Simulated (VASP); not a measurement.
A run of VASP 6.6.1 is set up as follows.

INCAR

```
PREC = Accurate
ENCUT = 520
EDIFF = 1E-7
ISMEAR = 0
SIGMA = 0.1
LREAL = F
LASPH = T
NELM = 60
ALGO = Normal
ISIF = 2
LWAVE = F
LCHARG = F
GGA = PE
NBANDS = 18
```

Contents of KPOINTS:

```
Automatic mesh
0
Gamma
  14 14 8
```

POSCAR

```
B
1.0
    1.7534188331     -2.3055683620     -0.0014316931
    1.7534188331      2.3055683620     -0.0014316931
   -0.8320061867      0.0000000000      5.3093926412
B
6
Direct
    0.6754284309      0.2832861037      0.8870164602
    0.5084912970      0.1030364653      0.1986978425
    0.2832861037      0.6754284309      0.8870164602
    0.0479317953      0.0479317953      0.3814110484
    0.1317021149      0.1317021149      0.6971742763
    0.1030364653      0.5084912970      0.1986978425
```

Potentials or basis: VASP PAW PBE potentials, release 64 (B).

Command:

```console
$ cat potpaw_PBE.64/B/POTCAR > POTCAR
$ mpirun -np 1 vasp_std > vasp.out
```

**Question.** What does it give for the band gap on the k mesh?

**Answer.** Zero (band 9 reaches 8.99 eV, above the bottom of band 10 at 4.00 eV).

**Question.** What does it give for the pressure?

**Answer.** 0.0 GPa.

**Question.** Estimate the largest force.

**Answer.** 0.011 eV/Å.

Forces on the atoms (eV/Å):
```
B    0.003 -0.006  0.002
B    0.002 -0.004 -0.002
B    0.003  0.006  0.002
B   -0.004  0.000  0.010
B   -0.007  0.000 -0.009
B    0.002  0.004 -0.002
```
